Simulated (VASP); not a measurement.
## C: single point with PBE

Crystal: C.

```xyz
4
Lattice="2.2939 0.0000 0.0000 -1.1469 2.1361 0.0000 0.0000 0.0000 8.5653" Properties=species:S:1:pos:R:3 pbc="T T T"
C    -0.1323    0.0000    0.0214
C     0.1323    0.0000    4.3041
C    -0.1323    1.4240    0.0214
C     1.2793    0.7120    4.3041
```

This cell differs from its parent crystal: mode 4 frozen in at -0.142 Å, normal strain along x -0.0700.

```json
{"Program": "VASP 6.6.1", "Task": "single point", "Functional": "PBE", "Potentials or basis": "VASP PAW PBE potentials, release 64 (C)", "Cutoff": "520 eV", "k mesh": "18 × 18 × 6", "Occupations": "gaussian, width 0.15 eV", "Spin": "no spin polarisation", "Dipole correction": "no", "Further INCAR settings": "ALGO = Normal; EDIFF = 1e-06; NBANDS = 16"}
```

The pressure is 28.9 GPa. The largest force is 1.381 eV/Å and the band gap on the k mesh is 0.89 eV, direct.

Forces in eV/Å, atoms in the order of the input:
```
C    0.001  1.381  0.000
C   -0.001 -1.381  0.000
C    0.000 -1.381  0.000
C    0.000  1.381  0.000
```

Stress tensor (GPa, compression positive):
```
74.08  0.00  0.00
 0.00 12.63  0.00
 0.00  0.00 -0.05
```

Levels at points of the mesh, in eV from the valence-band top:
| k point | band 5 | band 6 | band 7 | band 8 | band 9 | band 10 | band 11 | band 12 |
| --- | --- | --- | --- | --- | --- | --- | --- | --- |
| (0.00, 0.00, 0.00) | -2.82 | -2.82 | -2.27 | -2.27 | 3.11 | 6.36 | 8.23 | 8.24 |
| (0.50, 0.00, 0.00) | -6.66 | -6.66 | -1.89 | -1.69 | 2.00 | 2.29 | 7.98 | 8.03 |
| (0.50, 0.50, 0.00) | -6.66 | -6.66 | -1.81 | -1.77 | 2.12 | 2.17 | 7.98 | 8.03 |
| (0.00, 0.50, 0.00) | -5.36 | -5.36 | -2.89 | -2.77 | 2.03 | 2.28 | 10.56 | 10.62 |
| (0.00, 0.00, 0.50) | -2.82 | -2.82 | -2.27 | -2.27 | 4.34 | 4.34 | 8.23 | 8.23 |
| (0.50, 0.00, 0.50) | -6.66 | -6.66 | -1.79 | -1.79 | 2.14 | 2.14 | 8.00 | 8.00 |
| (0.50, 0.50, 0.50) | -6.66 | -6.66 | -1.79 | -1.79 | 2.14 | 2.14 | 8.00 | 8.00 |
| (0.00, 0.50, 0.50) | -5.36 | -5.36 | -2.83 | -2.83 | 2.14 | 2.14 | 10.77 | 10.77 |

Wall time 4.7 min on 1 thread of Intel Xeon 6975P-C (shared host), peak memory 0.4 GiB.

Caveat: the cell differs from its parent crystal (mode 4 frozen in at -0.142 Å, normal strain along x -0.0700); this functional lacks dispersion, which binds the layers, so the pressure and a relaxed spacing across them are unreliable; forces of over 1 eV/Å act on the atoms, so gaps and moduli don't describe the material at rest. A k mesh can miss the band edges.
